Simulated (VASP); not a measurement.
A run of VASP 6.6.1 is set up as follows.

INCAR

```
ALGO = Normal ; EDIFF = 1E-6
ENCUT = 520 ; GGA = PE
ISIF = 2 ; ISMEAR = 0
IVDW = 12 ; LASPH = T
LCHARG = T ; LELF = T
LREAL = F ; LVHAR = T
LWAVE = F ; NBANDS = 17
NELM = 80 ; PREC = Accurate
SIGMA = 0.05
```

Contents of KPOINTS:

```
k-points
0
Gamma
  10 10 10
```

File POSCAR:

```
SnSe
1.0
    3.6169310829      0.0000000000      0.0000000000
    0.0000000000      3.6169310829      0.0000000000
    0.0000000000      0.0000000000      3.6169310829
Se Sn
1 1
Direct
    0.0000000000      0.0000000000      0.0000000000
    0.5000000000      0.5000000000      0.5000000000
```

Potentials or basis: VASP PAW PBE potentials, release 64 (Se, Sn_d).

Run with:

```console
$ cat potpaw_PBE.64/Se/POTCAR potpaw_PBE.64/Sn_d/POTCAR > POTCAR
$ mpirun -np 1 vasp_std > vasp.out
```

Problem. Predict the pressure.

Solution. 0.0 GPa.

Problem. What does it give for the dispersion energy per atom?

Solution. -0.405 eV.

Problem. Estimate the band gap on the k mesh.

Solution. Zero (band 10 reaches 7.13 eV, above the bottom of band 11 at 5.58 eV).

Caveat: spin-orbit coupling is left out, which moves the levels of the heavy elements; pairwise dispersion overbinds metals, which lowers pressure and volume.
